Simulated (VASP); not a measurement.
Wanted: the native input for a VASP 6.6.1 run.

| Property | Result |
| --- | --- |
| Task | single point |
| Functional | r2SCAN |
| Potentials or basis | VASP PAW PBE potentials, release 64 (Ga_d) |
| Cutoff | 520 eV |
| k mesh | 13 × 13 × 13 |
| Occupations | fermi-dirac, width 0.1 eV |
| Spin | no spin polarisation |
| Dipole correction | no |
| Further INCAR settings | ALGO = Normal; EDIFF = 1e-06; NBANDS = 12 |

Ga:

```
CELL_PARAMETERS angstrom
2.77344 0.00000 0.00000
0.00000 2.77344 0.00000
0.00000 0.00000 2.77344
ATOMIC_POSITIONS crystal
Ga 0.00000 0.00000 0.00000
```

This isn't the form of Ga at room conditions, which is orthorhombic.

These files were run (other wordings do the same):

POSCAR

```
Ga
1.0
    2.7734357993      0.0000000000      0.0000000000
    0.0000000000      2.7734357993      0.0000000000
    0.0000000000      0.0000000000      2.7734357993
Ga
1
Direct
    0.0000000000      0.0000000000      0.0000000000
```

INCAR.step1

```
PREC = Accurate ; ENCUT = 520
ISMEAR = -1 ; SIGMA = 0.1
LREAL = F ; LASPH = T
NELM = 60 ; NBANDS = 12
GGA = PE ; ALGO = Normal
EDIFF = 1E-4 ; LWAVE = T
LCHARG = F
```

INCAR.step2

```
PREC = Accurate ; ENCUT = 520
EDIFF = 1E-6 ; ISMEAR = -1
SIGMA = 0.1 ; LREAL = F
LASPH = T ; NELM = 60
ALGO = Normal ; ISIF = 2
LWAVE = F ; LCHARG = F
METAGGA = R2SCAN ; LMIXTAU = T
NBANDS = 12 ; ISTART = 1
```

KPOINTS

```
regular mesh
0
Gamma
  13 13 13
```

Potentials or basis: VASP PAW PBE potentials, release 64 (Ga_d).

Run with:

```console
$ cat potpaw_PBE.64/Ga_d/POTCAR > POTCAR
$ cp INCAR.step1 INCAR
$ mpirun -np 1 vasp_std > vasp.out
$ cp INCAR.step2 INCAR
$ mpirun -np 1 vasp_std > vasp.out
```

It gave:

| Quantity | Value |
| --- | --- |
| Pressure | -4.8 GPa |
| Band gap on the k mesh | zero (an odd number of electrons rules out a gap without spin polarisation) |

Caveat: the cell stands under tension; the PAW data sets were made with another functional, which shifts forces and pressure a little.

Wall time 110 s on 1 thread of AMD EPYC 7R13 (shared host), peak memory 0.12 GiB.
